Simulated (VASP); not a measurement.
# Mg5CdO6 in VASP: notebook

The runs below take Mg5CdO6 through single point, with PBE, r2SCAN.

Everything below comes from runs of VASP 6.6.1. Logs are shortened: lines on timing, memory, paths and dates and some standing lists are left out, and cuts for length are marked.

## 1. The cell of the first run

It takes space group P4/mmm (No. 123, tetragonal). The conventional cell has a = 3.097 Å, b = 3.097 Å, c = 13.121 Å, α = 90.00°, β = 90.00°, γ = 90.00°. Mg (site symmetry 4/mmm) has 6 O at 2.09 to 2.19 Å within 2.8 Å. Within 2.8 Å of Mg (site symmetry 4mm) lie 6 O at 2.08 to 2.19 Å. Within 2.8 Å of Mg (site symmetry 4mm) lie 6 O at 2.11 to 2.36 Å. Within 2.9 Å of Cd (site symmetry 4/mmm) lie 6 O at 2.19 to 2.40 Å. O (site symmetry 4mm) has 6 Mg at 2.09 to 2.19 Å within 2.8 Å. Within 2.8 Å of O (site symmetry 4mm) lie 5 Mg at 2.08 to 2.19 Å and 1 Cd at 2.40 Å. Within 2.9 Å of O (site symmetry 4/mmm) lie 4 Cd at 2.19 Å and 2 Mg at 2.36 Å. Within 2.8 Å of O (site symmetry 4/mmm) lie 6 Mg at 2.08 to 2.19 Å.

## 2. Single point, PBE

Input file INCAR:

```
PREC = Accurate ; ENCUT = 520
EDIFF = 1E-7 ; ISMEAR = 0
SIGMA = 0.1 ; LREAL = F
LASPH = T ; NELM = 60
ALGO = Normal ; ISIF = 2
LWAVE = F ; LCHARG = T
GGA = PE ; LELF = T
LVHAR = T ; NBANDS = 41
```

Input file KPOINTS:

```
regular mesh
0
Gamma
  4 4 1
```

Input file POSCAR:

```
Mg5CdO6
1.0
    3.0966278000      0.0000000000      0.0000000000
    0.0000000000      3.0966278000      0.0000000000
    0.0000000000      0.0000000000     13.1208840000
Mg Cd O
5 1 6
Direct
    0.0000000000      0.0000000000      0.0000000000
    0.5000000000      0.5000000000      0.1587650000
    0.0000000000      0.0000000000      0.3200280000
    0.0000000000      0.0000000000      0.6799720000
    0.5000000000      0.5000000000      0.8412350000
    0.5000000000      0.5000000000      0.5000000000
    0.0000000000      0.0000000000      0.1593710000
    0.5000000000      0.5000000000      0.3171830000
    0.0000000000      0.0000000000      0.5000000000
    0.5000000000      0.5000000000      0.6828170000
    0.0000000000      0.0000000000      0.8406290000
    0.5000000000      0.5000000000      0.0000000000
```

Potentials or basis: VASP PAW PBE potentials, release 64 (Mg, Cd, O).

Run with:

```
cat potpaw_PBE.64/Mg/POTCAR potpaw_PBE.64/Cd/POTCAR potpaw_PBE.64/O/POTCAR > POTCAR
mpirun -np 1 vasp_std > vasp.out
```

OUTCAR:

```text
PREC = Accurate
   ENCUT = 520
   EDIFF = 1E-7
   ISMEAR = 0
   LREAL = F
   LASPH = T
   NELM = 60
   ISIF = 2
   GGA = PE

 ion  position               nearest neighbor table
   1  0.000  0.000  0.000-   7 2.09  11 2.09  12 2.19  12 2.19  12 2.19  12 2.19   5 3.02   5 3.02
                             2 3.02   5 3.02   2 3.02   2 3.02   5 3.02   2 3.02
   2  0.500  0.500  0.159-   8 2.08  12 2.08   7 2.19   7 2.19   7 2.19   7 2.19   1 3.02   1 3.02
                             1 3.02   1 3.02   3 3.04   3 3.04   3 3.04   3 3.04
   3  0.000  0.000  0.320-   7 2.11   8 2.19   8 2.19   8 2.19   8 2.19   9 2.36   2 3.04   2 3.04
                             2 3.04   2 3.04   6 3.22   6 3.22   6 3.22   6 3.22
   4  0.000  0.000  0.680-  11 2.11  10 2.19  10 2.19  10 2.19  10 2.19   9 2.36   5 3.04   5 3.04
                             5 3.04   5 3.04   6 3.22   6 3.22   6 3.22   6 3.22
   5  0.500  0.500  0.841-  10 2.08  12 2.08  11 2.19  11 2.19  11 2.19  11 2.19   1 3.02   1 3.02
                             1 3.02   1 3.02   4 3.04   4 3.04   4 3.04   4 3.04
   6  0.500  0.500  0.500-   9 2.19   9 2.19   9 2.19   9 2.19  10 2.40   8 2.40   4 3.22   4 3.22
                             3 3.22   4 3.22   3 3.22   3 3.22   4 3.22   3 3.22
   7  0.000  0.000  0.159-   1 2.09   3 2.11   2 2.19   2 2.19   2 2.19   2 2.19
   8  0.500  0.500  0.317-   2 2.08   3 2.19   3 2.19   3 2.19   3 2.19   6 2.40
   9  0.000  0.000  0.500-   6 2.19   6 2.19   6 2.19   6 2.19   3 2.36   4 2.36
  10  0.500  0.500  0.683-   5 2.08   4 2.19   4 2.19   4 2.19   4 2.19   6 2.40
  11  0.000  0.000  0.841-   1 2.09   4 2.11   5 2.19   5 2.19   5 2.19   5 2.19
  12  0.500  0.500  0.000-   2 2.08   5 2.08   1 2.19   1 2.19   1 2.19   1 2.19

  LATTYP: Found a simple tetragonal cell.
 ALAT       =     3.0966278000
 C/A-ratio  =     4.2371524276

  Lattice vectors:

 A1 = (   3.0966278000,   0.0000000000,   0.0000000000)
 A2 = (   0.0000000000,   3.0966278000,   0.0000000000)
 A3 = (   0.0000000000,   0.0000000000,  13.1208840000)

Analysis of symmetry for initial positions (statically):
=====================================================================
 Subroutine PRICEL returns:
 Original cell was already a primitive cell.

 Routine SETGRP: Setting up the symmetry group for a
 simple tetragonal supercell.

 Subroutine GETGRP returns: Found 16 space group operations
 (whereof 16 operations were pure point group operations)
 out of a pool of 16 trial point group operations.

The static configuration has the point symmetry D_4h.

Analysis of symmetry for dynamics (positions and initial velocities):
=====================================================================
 Subroutine PRICEL returns:
 Original cell was already a primitive cell.

 Routine SETGRP: Setting up the symmetry group for a
 simple tetragonal supercell.

 Subroutine GETGRP returns: Found 16 space group operations
 (whereof 16 operations were pure point group operations)
 out of a pool of 16 trial point group operations.

The dynamic configuration has the point symmetry D_4h.

 Subroutine INISYM returns: Found 16 space group operations
 (whereof 16 operations are pure point group operations),
 and found     1 'primitive' translations

----------------------------------------------------------------------------------------

                                     Primitive cell

  volume of cell :     125.8175

  direct lattice vectors                    reciprocal lattice vectors
     3.096627800  0.000000000  0.000000000     0.322931933  0.000000000  0.000000000
     0.000000000  3.096627800  0.000000000     0.000000000  0.322931933  0.000000000
     0.000000000  0.000000000 13.120884000     0.000000000  0.000000000  0.076214377

  length of vectors
     3.096627800  3.096627800 13.120884000     0.322931933  0.322931933  0.076214377

  position of ions in fractional coordinates (direct lattice)
     0.000000000  0.000000000  0.000000000
     0.500000000  0.500000000  0.158765000
     0.000000000  0.000000000  0.320028000
     0.000000000  0.000000000  0.679972000
     0.500000000  0.500000000  0.841235000
     0.500000000  0.500000000  0.500000000
     0.000000000  0.000000000  0.159371000
     0.500000000  0.500000000  0.317183000
     0.000000000  0.000000000  0.500000000
     0.500000000  0.500000000  0.682817000
     0.000000000  0.000000000  0.840629000
     0.500000000  0.500000000  0.000000000

  ion indices of the primitive-cell ions
   primitive index   ion index
                 1           1
                 2           2
                 3           3
                 4           4
                 5           5
                 6           6
                 7           7
                 8           8
                 9           9
                10          10
                11          11
                12          12

----------------------------------------------------------------------------------------

 KPOINTS: regular mesh

Automatic generation of k-mesh.
 Grid dimensions read from file:
 generate k-points for:    4    4    1

 Generating k-lattice:

  Cartesian coordinates                     Fractional coordinates (reciprocal lattice)
     0.080732983  0.000000000  0.000000000     0.250000000  0.000000000  0.000000000
     0.000000000  0.080732983  0.000000000     0.000000000  0.250000000  0.000000000
     0.000000000  0.000000000  0.076214377     0.000000000  0.000000000  1.000000000

  Length of vectors
     0.080732983  0.080732983  0.076214377

  Shift w.r.t. Gamma in fractional coordinates (k-lattice)
     0.000000000  0.000000000  0.000000000

 Subroutine IBZKPT returns following result:
 ===========================================

 Found      6 irreducible k-points:

 Following reciprocal coordinates:
            Coordinates               Weight
  0.000000  0.000000  0.000000      1.000000
  0.250000  0.000000  0.000000      4.000000
  0.500000  0.000000  0.000000      2.000000
  0.250000  0.250000  0.000000      4.000000
  0.500000  0.250000  0.000000      4.000000
  0.500000  0.500000  0.000000      1.000000
   k-points           NKPTS =      6   k-points in BZ     NKDIM =      6   number of bands    NBANDS=     41
   number of dos      NEDOS =    301   number of ions     NIONS =     12
   total plane-waves  NPLWV =  56448
   dimension x,y,z NGX =    24 NGY =   24 NGZ =   98
   dimension x,y,z NGXF=    48 NGYF=   48 NGZF=  196
   ions per type =               5   1   6
   NGX,Y,Z   is equivalent  to a cutoff of  12.88, 12.88, 12.42 a.u.
   NGXF,Y,Z  is equivalent  to a cutoff of  25.77, 25.77, 24.83 a.u.
 SYSTEM =  unknown system
   PREC   = accura    normal or accurate (medium, high low for compatibility)
   ISTART =      0    job   : 0-new  1-cont  2-samecut
   ICHARG =      2    charge: 1-file 2-atom 10-const
   ISPIN  =      1    spin polarized calculation?
   LNONCOLLINEAR =      F non collinear calculations
   LSORBIT =      F    spin-orbit coupling
   LASPH  =      T    aspherical Exc in radial PAW
   ENCUT  =  520.0 eV  38.22 Ry    6.18 a.u.   5.76  5.76 24.40*2*pi/ulx,y,z
   NELM   =     60;   NELMIN=  2; NELMDL= -5     # of ELM steps
   EDIFF  = 0.1E-06   stopping-criterion for ELM
   LREAL  =      F    real-space projection
   EDIFFG = 0.1E-05   stopping-criterion for IOM
   NSW    =      0    number of steps for IOM
   IBRION =     -1    ionic relax: 0-MD 1-quasi-New 2-CG
   NFREE  =      0    steps in history (QN), initial steepest desc. (CG)
   ISIF   =      2    stress and relaxation
   ISYM   =      2    0-nonsym 1-usesym 2-fastsym
   POTIM  = 0.5000    time-step for ionic-motion
   TEBEG  =    0.0;   TEEND  =   0.0 temperature during run
   PSTRESS=    0.0 pullay stress
   NELECT =      58.0000    total number of electrons
   NUPDOWN=      -1.0000    fix difference up-down
   EMIN   =  10.00;   EMAX   =-10.00  energy-range for DOS
   EFERMI =   0.00;   METHOD = LEGACY
   ISMEAR =     0;   SIGMA  =   0.10  broadening in eV -4-tet -1-fermi 0-gaus
   EFERMI_NEDOS =   21; number of points for ismear=-14 and -15
   IALGO  =     38    algorithm
   IMIX   =      4    mixing-type and parameters
     AMIX     =   0.40;   BMIX     =  1.00
     AMIX_MAG =   1.60;   BMIX_MAG =  1.00
  volume/ion in A,a.u.               =      10.48        70.75
  Fermi-wavevector in a.u.,A,eV,Ry     =   1.264650  2.389843 21.760348  1.599340
  Thomas-Fermi vector in A             =   2.397944
   LORBIT       =      0    0 simple, 1 ext, 2 COOP (PROOUT), +10 PAW based schemes
   GGA     = PE    functional components
   LHFCALC =     F    Hartree Fock is set to
   AEXX    =    0.0000 exact exchange contribution
   IVDW    =     0    specifies the selected vdW correction
   LEPSILON=     F    determine dielectric tensor
   LRPA    =     F    only Hartree local field effects (RPA)
 non-spin polarized calculation
 Gauss-broadening in eV      SIGMA  =   0.10
  energy-cutoff  :      520.00
  volume of cell :      125.82
 maximum number of plane-waves:      3416
 NGX is ok and might be reduce to    24
   NGX = 11   NGY = 11   NGZ = 49

 number of electron      58.0000015 magnetization

 Free energy of the ion-electron system (eV)
  ---------------------------------------------------
  ext. energy  EPLUGINS =         0.00000000
  ---------------------------------------------------
  free energy    TOTEN  =       -66.37025609 eV

  energy without entropy =      -66.37025609  energy(sigma->0) =      -66.37025609

 E-fermi :   4.2894     XC(G=0): -10.9443

 val. band max:        3.8461471241   @ k =   0.5000   0.0000   0.0000
 cond. band min:       5.2250961003   @ k =   0.0000   0.0000   0.0000
 fundamental gap:      1.3789489762
 Fermi energy:         4.2894333274

 k-point     1 :       0.0000    0.0000    0.0000
  band No.  band energies     occupation
      1     -14.6070      2.00000
      2     -14.2653      2.00000
      3     -14.0568      2.00000
      4     -13.6775      2.00000
      5     -13.3178      2.00000
      6     -13.0577      2.00000
[... 253 lines left out ...]
     40      13.1377      0.00000
     41      13.1377      0.00000

------------------------ aborting loop because EDIFF is reached ----------------------------------------

  FORCE on cell =-STRESS in cart. coord.  units (eV):
  Direction    XX          YY          ZZ          XY          YZ          ZX
  --------------------------------------------------------------------------------------
  -------------------------------------------------------------------------------------
  Total        0.0967652      0.0967652     -0.3410071      0.0000000      0.0000000     -0.0000000
  in kB        1.2322215      1.2322215     -4.3424309      0.0000000      0.0000000     -0.0000000
  external PRESSURE =      -0.6259960 kB  Pullay stress =       0.0000000 kB

 VOLUME and BASIS-vectors are now :
 -----------------------------------------------------------------------------
  energy-cutoff  :      520.00
  volume of cell :      125.82
      direct lattice vectors                 reciprocal lattice vectors
     3.096627800  0.000000000  0.000000000     0.322931933  0.000000000  0.000000000
     0.000000000  3.096627800  0.000000000     0.000000000  0.322931933  0.000000000
     0.000000000  0.000000000 13.120884000     0.000000000  0.000000000  0.076214377

 POSITION                                       TOTAL-FORCE (eV/Angst)
 -----------------------------------------------------------------------------------
      0.00000      0.00000      0.00000        -0.000000     -0.000000      0.000000
      1.54831      1.54831      2.08314        -0.000000      0.000000      0.001477
      0.00000      0.00000      4.19905        -0.000000     -0.000000     -0.008539
      0.00000      0.00000      8.92183        -0.000000     -0.000000      0.008539
      1.54831      1.54831     11.03775         0.000000      0.000000     -0.001477
      1.54831      1.54831      6.56044        -0.000000     -0.000000      0.000000
      0.00000      0.00000      2.09109         0.000000     -0.000000      0.000067
      1.54831      1.54831      4.16172        -0.000000     -0.000000     -0.029579
      0.00000      0.00000      6.56044        -0.000000     -0.000000      0.000000
      1.54831      1.54831      8.95916        -0.000000      0.000000      0.029579
      0.00000      0.00000     11.02980        -0.000000     -0.000000     -0.000067
      1.54831      1.54831      0.00000        -0.000000     -0.000000      0.000000
 -----------------------------------------------------------------------------------
    total drift:                                0.000000     -0.000000     -0.000000

  FREE ENERGIE OF THE ION-ELECTRON SYSTEM (eV)
  ---------------------------------------------------
  free  energy   TOTEN  =       -66.3702560874 eV

  energy  without entropy=      -66.3702560874  energy(sigma->0) =      -66.37025609
```

Run time: 27 s. Hardware: 1 thread of AMD EPYC 9R45 (Zen 5), shared host; peak memory 0.2 GiB.

Results:

```
Free energy            : -66.3703 eV
Pressure               : -0.1 GPa
Largest force          : 0.030 eV/Å
Band gap on the k mesh : 1.38 eV (least direct gap 2.75 eV)
```

Forces on the atoms (eV/Å):
```
Mg   0.000  0.000  0.000
Mg   0.000  0.000  0.001
Mg   0.000  0.000 -0.009
Mg   0.000  0.000  0.009
Mg   0.000  0.000 -0.001
Cd   0.000  0.000  0.000
O    0.000  0.000  0.000
O    0.000  0.000 -0.030
O    0.000  0.000  0.000
O    0.000  0.000  0.030
O    0.000  0.000  0.000
O    0.000  0.000  0.000
```

Caveat: the k points lie up to 0.51 Å⁻¹ apart. A k mesh can miss the band edges.

## 3. Single point, PBE

Input file INCAR:

```
SYSTEM = Mg5CdO6
ALGO = Normal ; EDIFF = 1E-7
ENCUT = 520 ; GGA = PE
ISIF = 2 ; ISMEAR = 0
LASPH = .True. ; LCHARG = .False.
LREAL = .False. ; LWAVE = .False.
NBANDS = 41 ; NELM = 60
PREC = Accurate ; SIGMA = 0.1
```

Input file KPOINTS:

```
k-points
0
Gamma
  4 4 1
  0 0 0
```

Input file POSCAR:

```
Mg5CdO6
1.0
    3.1005794881     -0.0005471695     -0.0002954232
   -0.0005469501      3.1004640410     -0.0001766325
   -0.0013372958     -0.0007956352     13.0910984270
Mg Cd O
5 1 6
Direct
    0.0000121979     -0.0000000321      0.0000028445
    0.5000445881      0.5000090321      0.1590549135
    0.0000516535      0.0000191115      0.3206076128
   -0.0000458613     -0.0000155667      0.6793957359
    0.4999770364      0.4999708795      0.8409541321
    0.5000079000      0.4999824354      0.5000032809
    0.0000182193      0.0000165803      0.1596769125
    0.5000550021      0.5000276857      0.3176580286
    0.0000036179     -0.0000058828      0.4999829476
    0.4999255772      0.4999914924      0.6823439024
   -0.0000409518     -0.0000024321      0.8403188091
    0.4999910207      0.5000066969      0.0000008801
```

Potentials or basis: VASP PAW PBE potentials, release 64 (Mg, Cd, O).

Run with:

```
cat potpaw_PBE.64/Mg/POTCAR potpaw_PBE.64/Cd/POTCAR potpaw_PBE.64/O/POTCAR > POTCAR
mpirun -np 1 vasp_std > vasp.out
```

Wall time 38 s (1 thread of AMD EPYC 9R45 (Zen 5), shared host); peak memory 0.2 GiB.

The run converged. Its results:

```yaml
Free_energy: -66.3700 eV
Pressure: -0.1 GPa
Largest_force: 0.054 eV/Å
Band_gap_on_the_k_mesh: 1.41 eV (least direct gap 2.76 eV)
```

Forces in eV/Å, atoms in the order of the input:
```
Mg   0.000  0.000  0.000
Mg   0.000  0.000 -0.003
Mg   0.000  0.000 -0.017
Mg   0.000  0.000  0.018
Mg   0.000  0.000  0.003
Cd   0.000  0.000  0.000
O    0.000  0.000 -0.004
O    0.000  0.000 -0.054
O    0.000  0.000  0.000
O    0.000  0.000  0.054
O    0.000  0.000  0.004
O    0.000  0.000  0.000
```

Stress tensor (GPa, compression positive):
```
-0.10  0.02  0.02
 0.02 -0.09  0.01
 0.02  0.01 -0.24
```

Levels at points of the mesh, in eV from the valence-band top:
```csv
k point,band 27,band 28,band 29,band 30,band 31,band 32
"(0.00, 0.00, 0.00)",-1.51,-1.35,-1.35,1.41,3.81,4.15
"(0.50, 0.00, 0.00)",-1.89,-1.32,0.00,5.00,5.44,6.05
"(0.00, 0.50, 0.00)",-1.89,-1.32,0.00,5.00,5.44,6.05
"(0.50, 0.50, 0.00)",-2.52,-2.52,-2.47,5.03,7.14,8.18
```

Caveat: the k points lie up to 0.51 Å⁻¹ apart.

## 4. Single point, PBE

Input file INCAR:

```
PREC = Accurate ; ENCUT = 520
EDIFF = 1E-6 ; ISMEAR = 0
SIGMA = 0.1 ; LREAL = F
LASPH = T ; NELM = 60
ALGO = Normal ; ISIF = 2
LWAVE = F ; LCHARG = T
GGA = PE ; LELF = T
LVHAR = T ; NBANDS = 41
```

Input file KPOINTS:

```
regular mesh
0
Gamma
  6 6 2
```

Input file POSCAR:

```
Mg5CdO6
1.0
    3.0966278000      0.0000000000      0.0000000000
    0.0000000000      3.0966278000      0.0000000000
    0.0000000000      0.0000000000     13.1208840000
Mg Cd O
5 1 6
Direct
    0.0000000000      0.0000000000      0.0000000000
    0.5000000000      0.5000000000      0.1587650000
    0.0000000000      0.0000000000      0.3200280000
    0.0000000000      0.0000000000      0.6799720000
    0.5000000000      0.5000000000      0.8412350000
    0.5000000000      0.5000000000      0.5000000000
    0.0000000000      0.0000000000      0.1593710000
    0.5000000000      0.5000000000      0.3171830000
    0.0000000000      0.0000000000      0.5000000000
    0.5000000000      0.5000000000      0.6828170000
    0.0000000000      0.0000000000      0.8406290000
    0.5000000000      0.5000000000      0.0000000000
```

Run with:

```
cat potpaw_PBE.64/Mg/POTCAR potpaw_PBE.64/Cd/POTCAR potpaw_PBE.64/O/POTCAR > POTCAR
mpirun -np 1 vasp_std > vasp.out
```

Wall time 64 s (1 thread of AMD EPYC 9R45 (Zen 5), shared host); peak memory 0.24 GiB.

The run converged. Its results:

```yaml
Free_energy: -66.4058 eV
Pressure: -0.1 GPa
Largest_force: 0.031 eV/Å
Band_gap_on_the_k_mesh: 1.39 eV (least direct gap 2.75 eV)
```

Forces on the atoms (eV/Å):
```
Mg   0.000  0.000  0.000
Mg   0.000  0.000  0.001
Mg   0.000  0.000 -0.014
Mg   0.000  0.000  0.014
Mg   0.000  0.000 -0.001
Cd   0.000  0.000  0.000
O    0.000  0.000  0.000
O    0.000  0.000 -0.031
O    0.000  0.000  0.000
O    0.000  0.000  0.031
O    0.000  0.000  0.000
O    0.000  0.000  0.000
```

Stress tensor (GPa, compression positive):
```
 0.05  0.00  0.00
 0.00  0.05  0.00
 0.00  0.00 -0.28
```

Levels at points of the mesh, in eV from the valence-band top:
```csv
k point,band 27,band 28,band 29,band 30,band 31,band 32
"(0.00, 0.00, 0.00)",-1.51,-1.35,-1.35,1.39,3.81,4.14
"(0.50, 0.00, 0.00)",-1.89,-1.35,0.00,4.99,5.43,6.06
"(0.50, 0.50, 0.00)",-2.54,-2.54,-2.46,5.01,7.13,8.17
"(0.00, 0.00, 0.50)",-1.62,-1.36,-1.36,1.61,3.17,5.10
"(0.50, 0.00, 0.50)",-1.89,-1.26,0.00,4.96,5.35,6.22
"(0.50, 0.50, 0.50)",-2.56,-2.56,-2.41,5.02,7.28,7.95
```

A k mesh can miss the band edges.

(Continued in part 2 of 2.)
